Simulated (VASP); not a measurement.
Set up this calculation in VASP 6.6.1, as the native input.

- Task: single point
- Functional: PBE
- Potentials or basis: VASP PAW PBE potentials, release 64 (Cd, S)
- Cutoff: 520 eV
- k mesh: 9 × 9 × 4
- Occupations: gaussian, width 0.01 eV
- Spin: no spin polarisation
- Dipole correction: no
- Further INCAR settings: ALGO = Normal; EDIFF = 1e-07; NBANDS = 26

The structure of CdS (pbe) lies in POSCAR:

```
CdS
1.0
    4.1963020496      0.0000000000      0.0000000000
   -2.0981510248      3.6341041769      0.0000000000
    0.0000000000      0.0000000000      6.8304216542
Cd S
2 2
Direct
    0.3333333333      0.6666666667     -0.0460660820
    0.6666666667      0.3333333333      0.4539339180
    0.3333333333      0.6666666667      0.4230660820
    0.6666666667      0.3333333333      0.9230660820
```

One way to write it, as run:

INCAR

```
PREC     = Accurate       # precision mode
ENCUT    = 520            # plane-wave cutoff, eV
EDIFF    = 1E-7           # SCF threshold, eV
ISMEAR   = 0              # smearing method
SIGMA    = 0.01           # smearing width, eV
LREAL    = F              # projectors in reciprocal space
LASPH    = T              # aspherical terms in the spheres
NELM     = 80             # most SCF steps
ALGO     = Normal         # electronic algorithm
ISIF     = 2              # what is computed and relaxed
LWAVE    = F              # write WAVECAR
LCHARG   = F              # write CHGCAR
GGA      = PE             # functional
NBANDS   = 26             # bands
```

KPOINTS

```
Automatic mesh
0
Gamma
  9 9 4
```

Potentials or basis: VASP PAW PBE potentials, release 64 (Cd, S).

Launch:

```bash
$ cat potpaw_PBE.64/Cd/POTCAR potpaw_PBE.64/S/POTCAR > POTCAR
$ mpirun -np 1 vasp_std > vasp.out
```

It gave:

```yaml
Pressure: 3.4 GPa
Largest_force: 0.380 eV/Å
Band_gap_on_the_k_mesh: 1.36 eV, direct
```

Run time: 46 s on 1 thread of AMD EPYC 9R45 96-Core Processor (Zen 5), on a shared host, peak memory 0.23 GiB.
